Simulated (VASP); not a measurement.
Runs of VASP 6.6.1 on CdCo2. The structure is that of space group P6/mmm (No. 191), or close to it. The cells are those of the table. 

| task | cell | k mesh | cutoff (eV) | gap on the mesh (eV) | pressure (GPa) | moment (μB) | relaxed volume (Å³/atom) |
| --- | --- | --- | --- | --- | --- | --- | --- |
| relaxation of cell and atoms | relaxed from a = 4.150, b = 4.150, c = 2.842 Å, angles 90.0, 90.0, 120.0°, 3 atoms | 6 × 6 × 6 | 600 | none | -0.1 | 3.56 | (b) |
| single point | a = 4.176, b = 4.176, c = 2.822 Å, angles 90.0, 90.0, 120.0°, 3 atoms | 6 × 6 × 6 | 520 | none | 0.4 | 3.55 | - |
| relaxation of cell and atoms | relaxed from a = 3.531, b = 3.531, c = 3.813 Å, angles 90.0, 90.0, 120.0°, 3 atoms | 6 × 6 × 4 | 600 | none | -0.2 | 2.88 | (a) |
| single point | a = 3.531, b = 3.531, c = 3.813 Å, angles 90.0, 90.0, 120.0°, 3 atoms | 6 × 6 × 6 | 520 | none | 22.8 | 2.15 | - |
| single point | a = 4.150, b = 4.150, c = 2.842 Å, angles 90.0, 90.0, 120.0°, 3 atoms | 6 × 6 × 4 | 520 | none | 0.3 | 3.19 | - |

Alike in all rows: level PBE; potentials or basis VASP PAW PBE potentials, release 64 (Cd, Co); spin collinear, ferromagnetic start; smearing gaussian 0.1 eV.

Question: Estimate the missing entries.

Answer: (a) 14.00; (b) 14.26.

Caveats: some runs use coarse meshes; a cell axis changed by over 15 % at a fixed basis, so the end point is rough (at least some runs); the stress differs along the axes, from 9 to 30 GPa (at least some runs).

A k mesh can miss the band edges, and the runs leave out spin-orbit coupling on Cd.

A gap of «none» marks levels without a gap at the run's occupations.
